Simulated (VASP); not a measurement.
# LiSm: single point with PBE

LiSm:

```
Li Sm
1.0
     0.00000    3.09583    3.09583
     3.09583    0.00000    3.09583
     3.09583    3.09583    0.00000
Li Sm
1 1
Direct
  0.50000 0.50000 0.50000
  0.00000 0.00000 0.00000
```

The cell was generated, and may not be a known phase.

```yaml
Program: VASP 6.6.1
Task: single point
Functional: PBE
Potentials_or_basis: VASP PAW PBE potentials, release 64 (Li_sv, Sm_3), 4f in core
Cutoff: 750 eV
k_mesh: 6 × 6 × 6
Occupations: gaussian, width 0.1 eV
Spin: no spin polarisation
```

```
Pressure               : 0.1 GPa
Band gap on the k mesh : zero (bands 7 and 8 overlap by 1.31 eV)
```

Levels at points of the mesh, in eV from the Fermi level:
```tsv
k point	band 3	band 4	band 5	band 6	band 7	band 8	band 9	band 10	band 11	band 12
(0.00, 0.00, 0.00)	-20.96	-20.96	-20.96	-3.83	1.22	1.22	1.22	2.15	2.15	5.51
(0.50, 0.00, 0.00)	-21.09	-20.98	-20.98	-2.02	0.00	0.44	0.44	3.21	3.21	4.00
(0.50, 0.50, 0.00)	-21.09	-21.01	-21.01	-1.23	-0.34	0.18	3.03	3.30	3.30	3.66
```

Run time: 16 s on 1 thread of AMD EPYC 9R45 96-Core Processor (Zen 5) (shared host), peak memory 0.22 GiB.

Caveat: spin-orbit coupling is left out, which moves the levels of the heavy elements; the 4f electrons are frozen in the core, so they carry no moment and show no levels. Spin polarisation is off, so any magnetic state and its effect on volume and gap are missing.
